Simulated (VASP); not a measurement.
# Mn2RuN3 (P6/mmm) in VASP: single point with PBE

Aim: the single point of Mn2RuN3 with PBE.

All numbers are computed with VASP 6.6.1; they aren't measurements. Logs are shortened: lines on timing, memory, paths and dates and some standing lists are left out, and cuts for length are marked.

## 1. The cell of the first run

It takes space group P6/mmm (No. 191, hexagonal). Conventional cell: a = 5.065 Å, b = 5.065 Å, c = 2.587 Å, α = 90.00°, β = 90.00°, γ = 120.00°. Within 2.6 Å of Mn (site symmetry -6m2) lie 6 N at 1.95 Å and 2 Mn at 2.59 Å. Ru (site symmetry 6/mmm) has 2 Ru at 2.59 Å and 12 N at 2.84 Å and 6 Mn at 2.92 Å within 3.4 Å. N (site symmetry mmm) has 4 Mn at 1.95 Å and 6 N at 2.53 to 2.59 Å within 2.6 Å.

The cell was generated, and may not be a known phase.

## 2. Single point, PBE, collinear spin, ferromagnetic start

INCAR

```
  PREC = Accurate
  ENCUT = 700
  EDIFF = 1E-6
  ISMEAR = 0
  SIGMA = 0.1
  LREAL = F
  LASPH = T
  NELM = 200
  ALGO = Normal
  ISIF = 2
  LWAVE = F
  LCHARG = T
  ISPIN = 2
  MAGMOM = 4 4 1 0 0 0
  LORBIT = 11
  LMAXMIX = 4
  GGA = PE
  LELF = T
  LVHAR = T
  NBANDS = 44
  GGA_COMPAT = F
```

KPOINTS

```
regular mesh
0
Gamma
  6 6 4
```

POSCAR

```
Mn2RuN3
1.0
    5.0654553733     -0.0000000034      0.0000000000
   -2.5327276837      4.3868130368      0.0000000000
    0.0000000000      0.0000000000      2.5874048401
Mn Ru N
2 1 3
Direct
    0.3333333333      0.6666666667      0.5000000000
    0.6666666667      0.3333333333      0.5000000000
    0.0000000000      0.0000000000      0.5000000000
    0.5000000000      0.0000000000      0.0000000000
    0.0000000000      0.5000000000      0.0000000000
    0.5000000000      0.5000000000      0.0000000000
```

Potentials or basis: VASP PAW PBE potentials, release 64 (Mn_sv, Ru_sv, N).

Launch:

```bash
$ cat potpaw_PBE.64/Mn_sv/POTCAR potpaw_PBE.64/Ru_sv/POTCAR potpaw_PBE.64/N/POTCAR > POTCAR
$ mpirun -np 1 vasp_std > vasp.out
```

OUTCAR:

```text
PREC = Accurate
   ENCUT = 700
   EDIFF = 1E-6
   ISMEAR = 0
   LREAL = F
   LASPH = T
   NELM = 200
   ISIF = 2
   ISPIN = 2
   LORBIT = 11
   GGA = PE

 ion  position               nearest neighbor table
   1  0.333  0.667  0.500-   5 1.95   5 1.95   4 1.95   4 1.95   6 1.95   6 1.95
   2  0.667  0.333  0.500-   5 1.95   5 1.95   4 1.95   4 1.95   6 1.95   6 1.95
   3  0.000  0.000  0.500-
   4  0.500  0.000  0.000-   1 1.95   2 1.95   1 1.95   2 1.95
   5  0.000  0.500  0.000-   1 1.95   2 1.95   1 1.95   2 1.95
   6  0.500  0.500  0.000-   1 1.95   2 1.95   1 1.95   2 1.95

  LATTYP: Found a hexagonal cell.
 ALAT       =     5.0654553733
 C/A-ratio  =     0.5107941240

  Lattice vectors:

 A1 = (   5.0654553733,  -0.0000000034,   0.0000000000)
 A2 = (  -2.5327276837,   4.3868130368,   0.0000000000)
 A3 = (   0.0000000000,   0.0000000000,   2.5874048401)

Analysis of symmetry for initial positions (statically):
=====================================================================
 Subroutine PRICEL returns:
 Original cell was already a primitive cell.

 Routine SETGRP: Setting up the symmetry group for a
 hexagonal supercell.

 Subroutine GETGRP returns: Found 24 space group operations
 (whereof 24 operations were pure point group operations)
 out of a pool of 24 trial point group operations.

The static configuration has the point symmetry D_6h.

Analysis of symmetry for dynamics (positions and initial velocities):
=====================================================================
 Subroutine PRICEL returns:
 Original cell was already a primitive cell.

 Routine SETGRP: Setting up the symmetry group for a
 hexagonal supercell.

 Subroutine GETGRP returns: Found 24 space group operations
 (whereof 24 operations were pure point group operations)
 out of a pool of 24 trial point group operations.

The dynamic configuration has the point symmetry D_6h.

Analysis of structural, dynamic, and magnetic symmetry:
=====================================================================
 Subroutine PRICEL returns:
 Original cell was already a primitive cell.

 Routine SETGRP: Setting up the symmetry group for a
 hexagonal supercell.

 Subroutine GETGRP returns: Found 24 space group operations
 (whereof 24 operations were pure point group operations)
 out of a pool of 24 trial point group operations.

The overall configuration has the point symmetry D_6h.

 Subroutine INISYM returns: Found 24 space group operations
 (whereof 24 operations are pure point group operations),
 and found     1 'primitive' translations

----------------------------------------------------------------------------------------

                                     Primitive cell

  volume of cell :      57.4953

  direct lattice vectors                    reciprocal lattice vectors
     5.065455373 -0.000000003  0.000000000     0.197415617  0.113977960  0.000000000
    -2.532727684  4.386813037  0.000000000     0.000000000  0.227955920  0.000000000
     0.000000000  0.000000000  2.587404840     0.000000000  0.000000000  0.386487644

  length of vectors
     5.065455373  5.065455373  2.587404840     0.227955920  0.227955920  0.386487644

  position of ions in fractional coordinates (direct lattice)
     0.333333333  0.666666667  0.500000000
     0.666666667  0.333333333  0.500000000
     0.000000000  0.000000000  0.500000000
     0.500000000  0.000000000  0.000000000
     0.000000000  0.500000000  0.000000000
     0.500000000  0.500000000  0.000000000

  ion indices of the primitive-cell ions
   primitive index   ion index
                 1           1
                 2           2
                 3           3
                 4           4
                 5           5
                 6           6

----------------------------------------------------------------------------------------

 KPOINTS: regular mesh

[... 24 lines left out ...]
  0.000000  0.000000  0.000000      1.000000
  0.166667  0.000000  0.000000      6.000000
  0.333333  0.000000  0.000000      6.000000
  0.500000  0.000000  0.000000      3.000000
  0.166667  0.166667  0.000000      6.000000
  0.333333  0.166667  0.000000     12.000000
[... 13 lines left out ...]
  0.333333  0.166667  0.500000     12.000000
  0.333333  0.333333  0.500000      2.000000
   k-points           NKPTS =     21   k-points in BZ     NKDIM =     21   number of bands    NBANDS=     44
   number of dos      NEDOS =    301   number of ions     NIONS =      6
   total plane-waves  NPLWV =  55296
   dimension x,y,z NGX =    48 NGY =   48 NGZ =   24
   dimension x,y,z NGXF=    96 NGYF=   96 NGZF=   48
   ions per type =               2   1   3
   NGX,Y,Z   is equivalent  to a cutoff of  15.75, 15.75, 15.42 a.u.
   NGXF,Y,Z  is equivalent  to a cutoff of  31.51, 31.51, 30.84 a.u.
 SYSTEM =  unknown system
   PREC   = accura    normal or accurate (medium, high low for compatibility)
   ISTART =      0    job   : 0-new  1-cont  2-samecut
   ICHARG =      2    charge: 1-file 2-atom 10-const
   ISPIN  =      2    spin polarized calculation?
   LNONCOLLINEAR =      F non collinear calculations
   LSORBIT =      F    spin-orbit coupling
   LASPH  =      T    aspherical Exc in radial PAW
   ENCUT  =  700.0 eV  51.45 Ry    7.17 a.u.  10.93 10.93  5.58*2*pi/ulx,y,z
   NELM   =    200;   NELMIN=  2; NELMDL= -5     # of ELM steps
   EDIFF  = 0.1E-05   stopping-criterion for ELM
   LREAL  =      F    real-space projection
   EDIFFG = 0.1E-04   stopping-criterion for IOM
   NSW    =      0    number of steps for IOM
   IBRION =     -1    ionic relax: 0-MD 1-quasi-New 2-CG
   NFREE  =      0    steps in history (QN), initial steepest desc. (CG)
   ISIF   =      2    stress and relaxation
   ISYM   =      2    0-nonsym 1-usesym 2-fastsym
   POTIM  = 0.5000    time-step for ionic-motion
   TEBEG  =    0.0;   TEEND  =   0.0 temperature during run
   PSTRESS=    0.0 pullay stress
   NELECT =      61.0000    total number of electrons
   NUPDOWN=      -1.0000    fix difference up-down
   EMIN   =  10.00;   EMAX   =-10.00  energy-range for DOS
   EFERMI =   0.00;   METHOD = LEGACY
   ISMEAR =     0;   SIGMA  =   0.10  broadening in eV -4-tet -1-fermi 0-gaus
   EFERMI_NEDOS =   21; number of points for ismear=-14 and -15
   IALGO  =     38    algorithm
   IMIX   =      4    mixing-type and parameters
     AMIX     =   0.40;   BMIX     =  1.00
     AMIX_MAG =   1.60;   BMIX_MAG =  1.00
  volume/ion in A,a.u.               =       9.58        64.67
  Fermi-wavevector in a.u.,A,eV,Ry     =   1.669709  3.155292 37.932063  2.787928
  Thomas-Fermi vector in A             =   2.755334
   LORBIT       =     11    0 simple, 1 ext, 2 COOP (PROOUT), +10 PAW based schemes
   GGA     = PE    functional components
   LHFCALC =     F    Hartree Fock is set to
   AEXX    =    0.0000 exact exchange contribution
   IVDW    =     0    specifies the selected vdW correction
   LEPSILON=     F    determine dielectric tensor
   LRPA    =     F    only Hartree local field effects (RPA)
 spin polarized calculation
 Gauss-broadening in eV      SIGMA  =   0.10
  energy-cutoff  :      700.00
  volume of cell :       57.50
 maximum number of plane-waves:      2434
 NGX is ok and might be reduce to    48
   NGX = 21   NGY = 21   NGZ = 11

 number of electron      61.0000005 magnetization       4.0197698

 Free energy of the ion-electron system (eV)
  ---------------------------------------------------
  ext. energy  EPLUGINS =         0.00000000
  ---------------------------------------------------
  free energy    TOTEN  =       -48.52846592 eV

  energy without entropy =      -48.50767467  energy(sigma->0) =      -48.51807030

 E-fermi :  11.3790     XC(G=0): -13.3222

 val. band max:       11.3745776127   @ k =   0.5000   0.0000   0.2500
 cond. band min:      11.3805428303   @ k =   0.3333   0.0000   0.2500
 fundamental gap:      0.0059652177
 Fermi energy:        11.3790026100

 spin component 1

 k-point     1 :       0.0000    0.0000    0.0000
  band No.  band energies     occupation
      1     -69.8903      1.00000
      2     -69.8797      1.00000
      3     -61.0393      1.00000
      4     -38.6318      1.00000
      5     -38.6318      1.00000
      6     -38.5680      1.00000
[... 934 lines left out ...]
     41      19.4701      0.00000
     42      21.4287      0.00000
 Fermi energy:        11.3790026100

 spin component 2

 k-point     1 :       0.0000    0.0000    0.0000
  band No.  band energies     occupation
      1     -67.6967      1.00000
      2     -67.6850      1.00000
      3     -60.8905      1.00000
      4     -36.4794      1.00000
      5     -36.4794      1.00000
      6     -36.4465      1.00000
[... 934 lines left out ...]
     41      19.8836      0.00000
     42      21.7564      0.00000
 [bands above 42 left out]

------------------------ aborting loop because EDIFF is reached ----------------------------------------

  FORCE on cell =-STRESS in cart. coord.  units (eV):
  Direction    XX          YY          ZZ          XY          YZ          ZX
  --------------------------------------------------------------------------------------
  -------------------------------------------------------------------------------------
  Total       -0.1908254     -0.1908254     -0.2979703     -0.0000000     -0.0000000      0.0000000
  in kB       -5.3175886     -5.3175886     -8.3033162     -0.0000000     -0.0000000      0.0000000
  external PRESSURE =      -6.3128312 kB  Pullay stress =       0.0000000 kB

 VOLUME and BASIS-vectors are now :
 -----------------------------------------------------------------------------
  energy-cutoff  :      700.00
  volume of cell :       57.50
      direct lattice vectors                 reciprocal lattice vectors
     5.065455373 -0.000000003  0.000000000     0.197415617  0.113977960  0.000000000
    -2.532727684  4.386813037  0.000000000     0.000000000  0.227955920  0.000000000
     0.000000000  0.000000000  2.587404840     0.000000000  0.000000000  0.386487644

 POSITION                                       TOTAL-FORCE (eV/Angst)
 -----------------------------------------------------------------------------------
      0.00000      2.92454      1.29370        -0.000000      0.000000      0.000000
      2.53273      1.46227      1.29370         0.000000     -0.000000      0.000000
      0.00000      0.00000      1.29370         0.000000     -0.000000      0.000000
      2.53273     -0.00000      0.00000         0.000000     -0.000000      0.000000
     -1.26636      2.19341      0.00000         0.000000     -0.000000      0.000000
      1.26636      2.19341      0.00000         0.000000     -0.000000      0.000000
 -----------------------------------------------------------------------------------
    total drift:                               -0.000000      0.000000     -0.000000

  FREE ENERGIE OF THE ION-ELECTRON SYSTEM (eV)
  ---------------------------------------------------
  free  energy   TOTEN  =       -48.5284659242 eV

  energy  without entropy=      -48.5076746703  energy(sigma->0) =      -48.51807030

 total charge

# of ion       s       p       d       tot
------------------------------------------
    1        2.199   6.103   4.662  12.964
    2        2.199   6.103   4.662  12.964
    3        2.111   5.991   5.471  13.573
    4        1.285   2.351   0.000   3.636
    5        1.285   2.351   0.000   3.636
    6        1.285   2.351   0.000   3.636
--------------------------------------------------
tot         10.364  25.249  14.795  50.408

 magnetization (x)

# of ion       s       p       d       tot
------------------------------------------
    1        0.015   0.010   1.857   1.882
    2        0.015   0.010   1.857   1.882
    3       -0.008  -0.001   0.192   0.183
    4        0.011  -0.052   0.000  -0.041
    5        0.011  -0.052   0.000  -0.041
    6        0.011  -0.052   0.000  -0.041
--------------------------------------------------
tot          0.055  -0.136   3.906   3.825
```

It took 6 min on 1 thread of Intel Xeon Platinum 8275CL at 3.00GHz (Skylake/Cascade Lake), shared host; peak memory 0.34 GiB.

What came out:

| Item | Value |
| --- | --- |
| Free energy | -48.5285 eV |
| Pressure | -0.6 GPa |
| Net moment | 4.02 μB per cell |
| Site moments | Mn +1.88; Ru +0.18; N -0.04 μB |
| Valence electrons inside the program's atomic spheres | Mn 12.96; Ru 13.57; N 3.64 |

Stress tensor (GPa, compression positive):
```
-0.53  0.00  0.00
 0.00 -0.53  0.00
 0.00  0.00 -0.83
```

Caveat: the k points lie up to 0.61 Å⁻¹ apart; the run started ferromagnetic, and an antiferromagnetic order may lie lower in energy. With open d or f shells a metallic result of PBE can be an artefact of self-interaction; +U or a hybrid may open a gap.
